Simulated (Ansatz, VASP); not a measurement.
Two plane-wave programs on AlN

```
CELL_PARAMETERS angstrom
0.03916 2.18034 2.18034
2.18034 0.03916 2.18034
2.18034 2.18034 0.03916
ATOMIC_POSITIONS crystal
Al 0.00129 0.00129 0.00129
N 0.24871 0.24871 0.24871
```

Change from the starting cell: epitaxial_111 strain -2.0%.

Alike in both runs: task single point; functional r2SCAN; k mesh 10 × 10 × 10; no spin polarisation.

|  | VASP | Ansatz |
| --- | --- | --- |
| version | VASP 6.6.1 | Ansatz 0.2.0 |
| potentials or method | VASP PAW PBE potentials, release 64 (Al, N) | plane waves, PAW |
| plane-wave cutoff (eV) | 520 | 500 |
| occupations | gaussian, width 0.01 eV | fixed |
| valence electrons in the cell | 8 | 8 |

Ansatz gave:

| Quantity | Value |
| --- | --- |
| gap on the k mesh at the Fermi level (eV) | 3.87 |
| pressure (GPa) | 7.5 |
| traceless stress, the component that is largest in VASP (GPa) | -3.76 |
| rms of the force components (eV/Å) | 0.004 |

**Question.** Estimate VASP's values.

**Answer.** gap on the k mesh at the Fermi level (eV): 3.86; pressure (GPa): 7.2; traceless stress, the component that is largest in VASP (GPa): -3.80; rms of the force components (eV/Å): 0.002.

VASP's potentials were made for PBE, not for r2SCAN. Atom by atom the forces differ by 0.002 eV/Å (rms over components).
